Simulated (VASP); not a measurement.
## Mo: single point with r2SCAN

The system is Mo.

```
Mo
1.0
     0.00000    2.82572    2.82572
     2.82572    0.00000    2.82572
     2.82572    2.82572    0.00000
Mo
2
Direct
  0.12500 0.12500 0.12500
  0.87500 0.87500 0.87500
```

| Item | Value |
| --- | --- |
| Program | VASP 6.6.1 |
| Task | single point |
| Functional | r2SCAN |
| Potentials or basis | VASP PAW PBE potentials, release 64 (Mo_sv) |
| Cutoff | 520 eV |
| k mesh | 5 × 5 × 5 |
| Occupations | fermi-dirac, width 0.1 eV |
| Spin | no spin polarisation |

```json
{
 "Pressure": "0.4 GPa",
 "Band gap on the k mesh": "zero (band 14 reaches 7.31 eV, above the bottom of band 15 at 6.88 eV)"
}
```

Levels at points of the mesh, in eV from the Fermi level:
```tsv
k point	band 10	band 11	band 12	band 13	band 14	band 15	band 16	band 17	band 18	band 19
(0.00, 0.00, 0.00)	-2.30	-2.30	-1.44	-1.44	-1.44	1.46	1.46	1.46	4.78	4.78
```

It took 77 s on 1 thread of AMD EPYC 7R13, with other jobs on the host, peak memory 0.16 GiB.

Caveat: the k points lie up to 0.39 Å⁻¹ apart; the PAW data sets were made with another functional, which shifts forces and pressure a little.
